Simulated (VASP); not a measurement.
Wanted: the native input for a VASP 6.6.1 run.

```yaml
Task: relaxation of cell and atoms
Functional: LDA
Potentials_or_basis: VASP PAW LDA potentials, release 64 (Ti_sv, O)
Cutoff: 600 eV
k_mesh: 9 × 9 × 5
Occupations: methfessel-paxton, width 0.02 eV
Spin: no spin polarisation
Target_pressure: 10 GPa
Dipole_correction: no
Further_INCAR_settings: ALGO = Normal; EDIFF = 1e-06; IBRION = 2; EDIFFG = -0.01; NSW = 60; ISIF = 3
```

The structure of TiO2 lies in POSCAR:

```
TiO2
1.0
    2.8800000000      0.0000000000      0.0000000000
   -1.4400000000      2.4941531629      0.0000000000
    0.0000000000      0.0000000000      4.6080000000
Ti O
1 2
Direct
    0.0000000000      0.0000000000      0.0000000000
    0.3333333333      0.6666666667      0.2500000000
    0.6666666667      0.3333333333      0.7500000000
```

One way to write it, as run:

INCAR

```
ALGO     = Normal         # electronic algorithm
EDIFF    = 1E-6           # SCF threshold, eV
EDIFFG   = -0.01          # ionic threshold
ENCUT    = 600            # plane-wave cutoff, eV
IBRION   = 2              # ionic algorithm
ISIF     = 3              # what is computed and relaxed
ISMEAR   = 1              # smearing method
LASPH    = T              # aspherical terms in the spheres
LCHARG   = F              # write CHGCAR
LREAL    = F              # projectors in reciprocal space
LWAVE    = F              # write WAVECAR
NELM     = 100            # most SCF steps
NSW      = 60             # ionic steps
PREC     = Accurate       # precision mode
PSTRESS  = 100.0        
SIGMA    = 0.02           # smearing width, eV
```

KPOINTS

```
k-points
0
Gamma
  9 9 5
```

Potentials or basis: VASP PAW LDA potentials, release 64 (Ti_sv, O).

The run is started by

```console
$ cat potpaw_LDA.64/Ti_sv/POTCAR potpaw_LDA.64/O/POTCAR > POTCAR
$ mpirun -np 1 vasp_std > vasp.out
```

It gave:

| Property | Result |
| --- | --- |
| Relaxed volume | 9.84 Å³/atom |
| Relaxed cell | a = 2.904 Å, b = 2.904 Å, c = 4.043 Å, α = 90.00°, β = 90.00°, γ = 120.00° |
| Space group after relaxing (to 0.1 Å) | P-3m1 (No. 164) |
| Energy change on relaxing (the run minimises the enthalpy) | -187.2 meV/atom |
| Ionic steps | 18 |
| Pressure after relaxing | 9.9 GPa |
| Band gap on the k mesh | 2.24 eV (least direct gap 2.31 eV) |

Caveat: the cell is relaxed towards a set pressure, so the run minimises the enthalpy, not the energy.

It took 7.2 min on 1 thread of Intel Xeon 8259CL (shared host), peak memory 0.18 GiB.
